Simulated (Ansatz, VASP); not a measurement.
**One calculation of Ti, two programs**

```xyz
6
Lattice="0.0000 3.2561 -3.2561 3.2561 -3.2561 0.0000 -3.2502 -3.2502 -3.2502" Properties=species:S:1:pos:R:3 pbc="T T T"
Ti   -1.6231   -1.6231   -4.8792
Ti    0.0040   -3.2522   -3.2522
Ti   -1.6251   -1.6251   -1.6251
Ti    0.0020    0.0020   -3.2542
Ti    1.6291   -1.6271   -1.6271
Ti    0.0000    0.0000    0.0000
```

Alike in both runs: functional PBE; k mesh 12 × 12 × 6; occupations gaussian, width 0.1 eV; no spin polarisation.

Ansatz relaxed the structure, and its values are those at the end. VASP's run is a single point on that final structure, the one shown.

|  | VASP | Ansatz |
| --- | --- | --- |
| version | VASP 6.6.1 | Ansatz 0.2.0 |
| potentials or method | VASP PAW PBE potentials, release 64 (Ti_sv), cutoff 500 eV | scalar-relativistic, plane waves, PAW |
| valence electrons in the cell | 72 | 72 |

|  | VASP | Ansatz | Ansatz less VASP |
| --- | --- | --- | --- |
| gap on the k mesh at the Fermi level (eV) | none | none | - |
| pressure (GPa) | -0.2 | 0.1 | +0.30 |

A gap of «none» marks a metal or a gap that the smearing closes.
